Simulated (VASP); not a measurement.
# Ti (Fm-3m) in VASP: a series of runs

The runs below take Ti through single point, with LDA.

Everything below comes from runs of VASP 6.6.1. Logs are shortened: lines on timing, memory, paths and dates and some standing lists are left out, and cuts for length are marked.

### 1 The cell of the first run

It takes space group Fm-3m (No. 225, cubic). Conventional cell: a = 4.033 Å, b = 4.033 Å, c = 4.033 Å, α = 90.00°, β = 90.00°, γ = 90.00°. Ti (site symmetry m-3m) has 12 Ti at 2.85 Å within 3.8 Å.

### 2 Single point, LDA

File INCAR:

```
SYSTEM = Ti
  PREC = Accurate
  ENCUT = 520
  EDIFF = 1E-6
  ISMEAR = -1
  SIGMA = 0.02
  LREAL = .False.
  LASPH = .True.
  NELM = 60
  ALGO = Normal
  ISIF = 2
  LWAVE = .False.
  LCHARG = .True.
  LELF = .True.
  LVHAR = .True.
  NBANDS = 12
```

File KPOINTS:

```
Automatic mesh
0
Gamma
  10 10 10
  0 0 0
```

File POSCAR:

```
Ti
1.0
    0.0000000000      2.0163754284      2.0163754284
    2.0163754284      0.0000000000      2.0163754284
    2.0163754284      2.0163754284      0.0000000000
Ti
1
Direct
    0.0000000000      0.0000000000      0.0000000000
```

Potentials or basis: VASP PAW LDA potentials, release 64 (Ti_sv).

Run with:

```
$ cat potpaw_LDA.64/Ti_sv/POTCAR > POTCAR
$ mpirun -np 1 vasp_std > vasp.out
```

OUTCAR:

```text
SYSTEM = Ti
   PREC = Accurate
   ENCUT = 520
   EDIFF = 1E-6
   ISMEAR = -1
   LREAL = .False.
   LASPH = .True.
   NELM = 60
   ISIF = 2

 ion  position               nearest neighbor table
   1  0.000  0.000  0.000-

  LATTYP: Found a face centered cubic cell.
 ALAT       =     4.0327508568

  Lattice vectors:

 A1 = (   0.0000000000,   2.0163754284,   2.0163754284)
 A2 = (   2.0163754284,   0.0000000000,   2.0163754284)
 A3 = (   2.0163754284,   2.0163754284,   0.0000000000)

Analysis of symmetry for initial positions (statically):
=====================================================================
 Subroutine PRICEL returns:
 Original cell was already a primitive cell.

 Routine SETGRP: Setting up the symmetry group for a
 face centered cubic supercell.

 Subroutine GETGRP returns: Found 48 space group operations
 (whereof 48 operations were pure point group operations)
 out of a pool of 48 trial point group operations.

The static configuration has the point symmetry O_h .

Analysis of symmetry for dynamics (positions and initial velocities):
=====================================================================
 Subroutine PRICEL returns:
 Original cell was already a primitive cell.

 Routine SETGRP: Setting up the symmetry group for a
 face centered cubic supercell.

 Subroutine GETGRP returns: Found 48 space group operations
 (whereof 48 operations were pure point group operations)
 out of a pool of 48 trial point group operations.

The dynamic configuration has the point symmetry O_h .

 Subroutine INISYM returns: Found 48 space group operations
 (whereof 48 operations are pure point group operations),
 and found     1 'primitive' translations

----------------------------------------------------------------------------------------

                                     Primitive cell

  volume of cell :      16.3962

  direct lattice vectors                    reciprocal lattice vectors
     0.000000000  2.016375428  2.016375428    -0.247969695  0.247969695  0.247969695
     2.016375428  0.000000000  2.016375428     0.247969695 -0.247969695  0.247969695
     2.016375428  2.016375428  0.000000000     0.247969695  0.247969695 -0.247969695

  length of vectors
     2.851585478  2.851585478  2.851585478     0.429496110  0.429496110  0.429496110

  position of ions in fractional coordinates (direct lattice)
     0.000000000  0.000000000  0.000000000

  ion indices of the primitive-cell ions
   primitive index   ion index
                 1           1

----------------------------------------------------------------------------------------

 KPOINTS: Automatic mesh

Automatic generation of k-mesh.
 Grid dimensions read from file:
 generate k-points for:   10   10   10

 Generating k-lattice:

  Cartesian coordinates                     Fractional coordinates (reciprocal lattice)
    -0.024796970  0.024796970  0.024796970     0.100000000  0.000000000  0.000000000
     0.024796970 -0.024796970  0.024796970     0.000000000  0.100000000  0.000000000
     0.024796970  0.024796970 -0.024796970     0.000000000  0.000000000  0.100000000

  Length of vectors
     0.042949611  0.042949611  0.042949611

  Shift w.r.t. Gamma in fractional coordinates (k-lattice)
     0.000000000  0.000000000  0.000000000

 Subroutine IBZKPT returns following result:
 ===========================================

 Found     47 irreducible k-points:

 Following reciprocal coordinates:
            Coordinates               Weight
  0.000000  0.000000  0.000000      1.000000
  0.100000  0.000000  0.000000      8.000000
  0.200000  0.000000  0.000000      8.000000
  0.300000  0.000000  0.000000      8.000000
  0.400000  0.000000  0.000000      8.000000
  0.500000  0.000000  0.000000      4.000000
[... 16 lines left out ...]
  0.300000  0.300000  0.000000      6.000000
  0.400000  0.300000  0.000000     24.000000
 [... further k-points ...]
   k-points           NKPTS =     47   k-points in BZ     NKDIM =     47   number of bands    NBANDS=     12
   number of dos      NEDOS =    301   number of ions     NIONS =      1
   total plane-waves  NPLWV =  13824
   dimension x,y,z NGX =    24 NGY =   24 NGZ =   24
   dimension x,y,z NGXF=    48 NGYF=   48 NGZF=   48
   ions per type =               1
   NGX,Y,Z   is equivalent  to a cutoff of  13.99, 13.99, 13.99 a.u.
   NGXF,Y,Z  is equivalent  to a cutoff of  27.98, 27.98, 27.98 a.u.
 SYSTEM =  Ti
   PREC   = accura    normal or accurate (medium, high low for compatibility)
   ISTART =      0    job   : 0-new  1-cont  2-samecut
   ICHARG =      2    charge: 1-file 2-atom 10-const
   ISPIN  =      1    spin polarized calculation?
   LNONCOLLINEAR =      F non collinear calculations
   LSORBIT =      F    spin-orbit coupling
   LASPH  =      T    aspherical Exc in radial PAW
   ENCUT  =  520.0 eV  38.22 Ry    6.18 a.u.   5.30  5.30  5.30*2*pi/ulx,y,z
   NELM   =     60;   NELMIN=  2; NELMDL= -5     # of ELM steps
   EDIFF  = 0.1E-05   stopping-criterion for ELM
   LREAL  =      F    real-space projection
   EDIFFG = 0.1E-04   stopping-criterion for IOM
   NSW    =      0    number of steps for IOM
   IBRION =     -1    ionic relax: 0-MD 1-quasi-New 2-CG
   NFREE  =      0    steps in history (QN), initial steepest desc. (CG)
   ISIF   =      2    stress and relaxation
   ISYM   =      2    0-nonsym 1-usesym 2-fastsym
   POTIM  = 0.5000    time-step for ionic-motion
   TEBEG  =    0.0;   TEEND  =   0.0 temperature during run
   PSTRESS=    0.0 pullay stress
   NELECT =      12.0000    total number of electrons
   NUPDOWN=      -1.0000    fix difference up-down
   EMIN   =  10.00;   EMAX   =-10.00  energy-range for DOS
   EFERMI =   0.00;   METHOD = LEGACY
   ISMEAR =    -1;   SIGMA  =   0.02  broadening in eV -4-tet -1-fermi 0-gaus
   EFERMI_NEDOS =   21; number of points for ismear=-14 and -15
   IALGO  =     38    algorithm
   IMIX   =      4    mixing-type and parameters
     AMIX     =   0.40;   BMIX     =  1.00
     AMIX_MAG =   1.60;   BMIX_MAG =  1.00
  volume/ion in A,a.u.               =      16.40       110.65
  Fermi-wavevector in a.u.,A,eV,Ry     =   1.475323  2.787957 29.614151  2.176579
  Thomas-Fermi vector in A             =   2.589986
   LORBIT       =      0    0 simple, 1 ext, 2 COOP (PROOUT), +10 PAW based schemes
   GGA     = CA    functional components
   LHFCALC =     F    Hartree Fock is set to
   AEXX    =    0.0000 exact exchange contribution
   IVDW    =     0    specifies the selected vdW correction
   LEPSILON=     F    determine dielectric tensor
   LRPA    =     F    only Hartree local field effects (RPA)
 non-spin polarized calculation
  energy-cutoff  :      520.00
  volume of cell :       16.40
 maximum number of plane-waves:       459
 NGX is ok and might be reduce to    24
   NGX = 11   NGY = 11   NGZ = 11

 number of electron      12.0000001 magnetization

 Free energy of the ion-electron system (eV)
  ---------------------------------------------------
  ext. energy  EPLUGINS =         0.00000000
  ---------------------------------------------------
  free energy    TOTEN  =        -8.49939657 eV

  energy without entropy =       -8.49835383  energy(sigma->0) =       -8.49887520

 E-fermi :   8.5977     XC(G=0): -12.0617

 val. band max:        8.5808562297   @ k =  -0.2000   0.1000   0.0000
 cond. band min:       8.6103447031   @ k =   0.3000   0.0000   0.0000
 fundamental gap:      0.0294884734
 Fermi energy:         8.5977468494

 k-point     1 :       0.0000    0.0000    0.0000
  band No.  band energies     occupation
      1     -47.3146      2.00000
      2     -23.4679      2.00000
      3     -23.4679      2.00000
      4     -23.4679      2.00000
      5       2.4618      2.00000
      6       9.4912      0.00000
      7       9.4912      0.00000
      8       9.4912      0.00000
      9      11.2285      0.00000
     10      11.2285      0.00000
     11      24.2779      0.00000
     12      28.9478      0.00000

 k-point     2 :       0.1000    0.0000    0.0000
  band No.  band energies     occupation
      1     -47.2992      2.00000
      2     -23.5505      2.00000
      3     -23.4781      2.00000
      4     -23.4781      2.00000
      5       2.8005      2.00000
      6       9.2871      0.00000
      7       9.6098      0.00000
      8       9.6098      0.00000
      9      11.1555      0.00000
     10      11.1555      0.00000
     11      24.5500      0.00000
     12      26.9338      0.00000

 k-point     3 :       0.2000    0.0000    0.0000
  band No.  band energies     occupation
      1     -47.2588      2.00000
      2     -23.7634      2.00000
      3     -23.5046      2.00000
      4     -23.5046      2.00000
      5       3.7271      2.00000
      6       8.8520      0.00001
      7       9.7807      0.00000
      8       9.7807      0.00000
      9      11.1535      0.00000
     10      11.1535      0.00000
     11      23.5700      0.00000
     12      25.3396      0.00000

 k-point     4 :       0.3000    0.0000    0.0000
  band No.  band energies     occupation
      1     -47.2084      2.00000
      2     -24.0201      2.00000
      3     -23.5371      2.00000
      4     -23.5371      2.00000
      5       4.9118      2.00000
      6       8.6103      0.69507
      7       9.6645      0.00000
      8       9.6645      0.00000
      9      11.5844      0.00000
     10      11.5844      0.00000
     11      20.8575      0.00000
     12      24.7227      0.00000

 k-point     5 :       0.4000    0.0000    0.0000
  band No.  band energies     occupation
      1     -47.1672      2.00000
      2     -24.2232      2.00000
      3     -23.5632      2.00000
      4     -23.5632      2.00000
      5       5.7073      2.00000
      6       9.0210      0.00000
      7       9.4415      0.00000
      8       9.4415      0.00000
      9      12.1624      0.00000
     10      12.1624      0.00000
     11      18.4837      0.00000
     12      23.8799      0.00000

 k-point     6 :       0.5000    0.0000    0.0000
  band No.  band energies     occupation
      1     -47.1514      2.00000
      2     -24.2997      2.00000
      3     -23.5732      2.00000
      4     -23.5732      2.00000
      5       5.8948      2.00000
      6       9.3464      0.00000
      7       9.3464      0.00000
      8       9.4992      0.00000
      9      12.4217      0.00000
     10      12.4217      0.00000
     11      17.4119      0.00000
     12      23.5351      0.00000

 k-point     7 :       0.1000    0.1000    0.0000
  band No.  band energies     occupation
      1     -47.2941      2.00000
      2     -23.5486      2.00000
      3     -23.4960      2.00000
      4     -23.4960      2.00000
      5       2.9118      2.00000
      6       9.1541      0.00000
      7       9.6994      0.00000
      8       9.6994      0.00000
      9      10.8991      0.00000
     10      11.3311      0.00000
     11      24.7056      0.00000
     12      27.3692      0.00000

 k-point     8 :       0.2000    0.1000    0.0000
  band No.  band energies     occupation
      1     -47.2621      2.00000
      2     -23.7063      2.00000
      3     -23.5287      2.00000
      4     -23.5162      2.00000
      5       3.6414      2.00000
      6       8.7633      0.00051
      7       9.8666      0.00000
      8       9.9267      0.00000
      9      10.6985      0.00000
     10      11.4368      0.00000
     11      24.5568      0.00000
     12      25.5340      0.00000
[... 166 lines left out ...]
 k-point    20 :      -0.4000    0.2000    0.0000
  band No.  band energies     occupation
      1     -47.1299      2.00000
      2     -24.1879      2.00000
      3     -23.7817      2.00000
      4     -23.6140      2.00000
      5       6.8103      2.00000
      6       8.0001      2.00000
      7       8.9818      0.00000
      8      10.0996      0.00000
      9      12.0929      0.00000
     10      14.2873      0.00000
     11      17.4853      0.00000
     12      22.4214      0.00000

 k-point    21 :      -0.3000    0.2000    0.0000
  band No.  band energies     occupation
      1     -47.1521      2.00000
      2     -24.1019      2.00000
      3     -23.7728      2.00000
      4     -23.5739      2.00000
      5       6.4686      2.00000
      6       8.2728      2.00000
      7       8.6982      0.01309
      8      10.1536      0.00000
      9      11.3518      0.00000
     10      13.5291      0.00000
     11      19.6555      0.00000
     12      22.2031      0.00000

 k-point    22 :      -0.2000    0.2000    0.0000
  band No.  band energies     occupation
      1     -47.1911      2.00000
      2     -23.9783      2.00000
      3     -23.6949      2.00000
      4     -23.5327      2.00000
      5       5.4563      2.00000
      6       8.2985      2.00000
      7       9.2006      0.00000
      8      10.3465      0.00000
      9      10.6224      0.00000
     10      12.6161      0.00000
     11      22.1633      0.00000
     12      22.6631      0.00000

 k-point    23 :       0.3000    0.3000    0.0000
  band No.  band energies     occupation
      1     -47.1737      2.00000
      2     -23.9911      2.00000
      3     -23.6587      2.00000
      4     -23.6587      2.00000
      5       5.4517      2.00000
      6       7.5311      2.00000
      7       9.7487      0.00000
      8      11.2360      0.00000
      9      11.2360      0.00000
     10      11.9656      0.00000
     11      23.9528      0.00000
     12      23.9879      0.00000

 k-point    24 :       0.4000    0.3000    0.0000
  band No.  band energies     occupation
      1     -47.1412      2.00000
      2     -24.0984      2.00000
      3     -23.7178      2.00000
      4     -23.6909      2.00000
      5       5.9684      2.00000
      6       7.2842      2.00000
      7       9.6803      0.00000
      8      11.3722      0.00000
      9      12.2593      0.00000
     10      12.3493      0.00000
     11      21.5179      0.00000
     12      22.7762      0.00000

 [... further k-points ...]
[... 5 lines left out ...]
  --------------------------------------------------------------------------------------
  -------------------------------------------------------------------------------------
  Total       -0.2997807     -0.2997807     -0.2997807      0.0000000      0.0000000     -0.0000000
  in kB      -29.2934169    -29.2934169    -29.2934169      0.0000000      0.0000000     -0.0000000
  external PRESSURE =     -29.2934169 kB  Pullay stress =       0.0000000 kB

 VOLUME and BASIS-vectors are now :
 -----------------------------------------------------------------------------
  energy-cutoff  :      520.00
  volume of cell :       16.40
      direct lattice vectors                 reciprocal lattice vectors
     0.000000000  2.016375428  2.016375428    -0.247969695  0.247969695  0.247969695
     2.016375428  0.000000000  2.016375428     0.247969695 -0.247969695  0.247969695
     2.016375428  2.016375428  0.000000000     0.247969695  0.247969695 -0.247969695

 POSITION                                       TOTAL-FORCE (eV/Angst)
 -----------------------------------------------------------------------------------
      0.00000      0.00000      0.00000         0.000000      0.000000      0.000000
 -----------------------------------------------------------------------------------
    total drift:                               -0.000000      0.000000      0.000000

  FREE ENERGIE OF THE ION-ELECTRON SYSTEM (eV)
  ---------------------------------------------------
  free  energy   TOTEN  =        -8.4993965730 eV

  energy  without entropy=       -8.4983538305  energy(sigma->0) =       -8.49887520
```

It took 3.5 s on 1 thread of Intel Xeon 6975P-C (Granite Rapids), shared host; peak memory 0.13 GiB.

Results:

* Free energy: -8.4994 eV
* Pressure: -2.9 GPa
* Band gap on the k mesh: zero (band 6 reaches 9.49 eV, above the bottom of band 7 at 8.34 eV)

Levels at points of the mesh, in eV from the Fermi level:
```tsv
k point	band 4	band 5	band 6	band 7	band 8	band 9
(0.00, 0.00, 0.00)	-32.07	-6.14	0.89	0.89	0.89	2.63
(0.50, 0.00, 0.00)	-32.17	-2.70	0.75	0.75	0.90	3.82
(0.50, 0.50, 0.00)	-32.36	-2.78	-1.87	3.20	3.79	4.14
```

### 3 Single point, LDA

This run uses another cell than the first one, of 16.73 Å³/atom, 1.020 times its volume.

File INCAR:

```
ALGO     = Normal         # electronic algorithm
EDIFF    = 1E-6           # SCF threshold, eV
ENCUT    = 520            # plane-wave cutoff, eV
ISIF     = 2              # what is computed and relaxed
ISMEAR   = -1             # smearing method
LASPH    = True           # aspherical terms in the spheres
LCHARG   = True           # write CHGCAR
LELF     = True           # ELF
LREAL    = False          # projectors in reciprocal space
LVHAR    = True         
LWAVE    = False          # write WAVECAR
NBANDS   = 12             # bands
NELM     = 80             # most SCF steps
PREC     = Accurate       # precision mode
SIGMA    = 0.02           # smearing width, eV
```

File KPOINTS:

```
k-points
0
Gamma
  10 10 10
```

File POSCAR:

```
Ti
1.0
    0.0000000000      2.0300000000      2.0300000000
    2.0300000000      0.0000000000      2.0300000000
    2.0300000000      2.0300000000      0.0000000000
Ti
1
Direct
    0.0000000000      0.0000000000      0.0000000000
```

Potentials or basis: VASP PAW LDA potentials, release 64 (Ti_sv).

Run with:

```
$ cat potpaw_LDA.64/Ti_sv/POTCAR > POTCAR
$ mpirun -np 1 vasp_std > vasp.out
```

Wall time 3.4 s (1 thread of Intel Xeon 6975P-C (Granite Rapids), shared host); peak memory 0.13 GiB.

Results (log left out):

| Property | Result |
| --- | --- |
| Free energy | -8.4910 eV |
| Pressure | -5.2 GPa |
| Band gap on the k mesh | zero (band 6 reaches 9.26 eV, above the bottom of band 7 at 8.12 eV) |

Levels at points of the mesh, in eV from the Fermi level:
```csv
k point,band 4,band 5,band 6,band 7,band 8,band 9
"(0.00, 0.00, 0.00)",-32.13,-6.10,0.88,0.88,0.88,2.57
"(0.50, 0.00, 0.00)",-32.23,-2.66,0.74,0.74,0.84,3.73
"(0.50, 0.50, 0.00)",-32.40,-2.71,-1.82,3.10,3.70,4.04
```

### 4 Single point, LDA

This run uses another cell than the first one, of 17.07 Å³/atom, 1.041 times its volume.

File INCAR:

```
ALGO = Normal ; EDIFF = 1E-7
ENCUT = 520 ; ISIF = 2
ISMEAR = -1 ; LASPH = T
LCHARG = F ; LREAL = F
LWAVE = F ; NBANDS = 12
NELM = 100 ; PREC = Accurate
SIGMA = 0.02
```

KPOINTS is that of step 3.

File POSCAR:

```
Ti
1.0
    0.0000000000      2.0434441004      2.0434441004
    2.0434441004      0.0000000000      2.0434441004
    2.0434441004      2.0434441004      0.0000000000
Ti
1
Direct
    0.0000000000      0.0000000000      0.0000000000
```

Run with:

```
$ cat potpaw_LDA.64/Ti_sv/POTCAR > POTCAR
$ mpirun -np 1 vasp_std > vasp.out
```

It took 3.4 s on 1 thread of Intel Xeon 6975P-C (Granite Rapids), shared host; peak memory 0.12 GiB.

The run converged. Its results:

* Free energy: -8.4780 eV
* Pressure: -7.2 GPa
* Band gap on the k mesh: zero (band 6 reaches 9.04 eV, above the bottom of band 7 at 7.91 eV)

Levels at points of the mesh, in eV from the Fermi level:
```tsv
k point	band 3	band 4	band 5	band 6	band 7	band 8	band 9	band 10
(0.00, 0.00, 0.00)	-32.19	-32.19	-6.06	0.86	0.86	0.86	2.50	2.50
(0.50, 0.00, 0.00)	-32.28	-32.28	-2.62	0.73	0.73	0.78	3.63	3.63
(0.50, 0.50, 0.00)	-32.45	-32.45	-2.65	-1.77	2.99	3.60	3.94	3.94
```

### 5 The runs side by side

```tsv
cell	gap on the mesh (eV)	pressure (GPa)
a = 2.852 Å, angles 60.0°, 1 atom	none	-2.9
a = 2.871 Å, angles 60.0°, 1 atom	none	-5.2
a = 2.890 Å, angles 60.0°, 1 atom	none	-7.2
```

Alike in all rows: task single point; level LDA; potentials or basis VASP PAW LDA potentials, release 64 (Ti_sv); no spin polarisation; k mesh 10 × 10 × 10; cutoff (eV) 520; smearing fermi-dirac 0.02 eV.

Absolute energies hang on the potentials; compare differences alone.
